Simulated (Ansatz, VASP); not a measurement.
# CuAu: VASP and Ansatz over several settings

```
CELL_PARAMETERS angstrom
2.81075 0.00000 0.00000
0.00000 2.81075 0.00000
0.00000 0.00000 3.68500
ATOMIC_POSITIONS crystal
Au 0.00000 0.00000 0.00000
Cu 0.50000 0.50000 0.50000
```

Single points on this cell with VASP 6.6.1 and Ansatz 0.2.0. Each row is one pair of runs. Alike in all rows: spin: off; VASP's potentials, cutoff: VASP PAW PBE potentials, release 64 (Au, Cu), 520 eV.

```csv
level,k mesh,smearing,"Ansatz's potentials, cutoff","gap on the k mesh at the Fermi level (eV), VASP","gap on the k mesh at the Fermi level (eV), Ansatz","pressure (GPa), VASP","pressure (GPa), Ansatz"
r2SCAN,9 × 9 × 7,"methfessel-paxton of order 1, width 0.2 eV","Ansatz PAW, 500 eV",none,none,0.0,-0.4
r2SCAN,9 × 9 × 7,"fermi-dirac, width 0.05 eV","Ansatz PAW, 500 eV",none,none,-0.3,-0.4
PBE0,5 × 5 × 4,"fermi-dirac, width 0.05 eV","Ansatz PAW, 420 eV",none,?,1.8,?
HSE06,6 × 6 × 4,"fermi-dirac, width 0.05 eV","Ansatz PAW, 420 eV",none,none,2.7,2.7
```

Question: Fill in what Ansatz gave in row 3.

Answer: gap on the k mesh at the Fermi level (eV): none; pressure (GPa): 1.9.

VASP's potentials hold 22 valence electrons a cell and Ansatz's 38, so a difference there can come from the potentials and not from the codes.

A gap of «none» marks a metal or a gap that the smearing closes.

The k mesh is coarse in some rows, so the values compare programs but aren't converged. Neither program's run includes spin-orbit coupling.
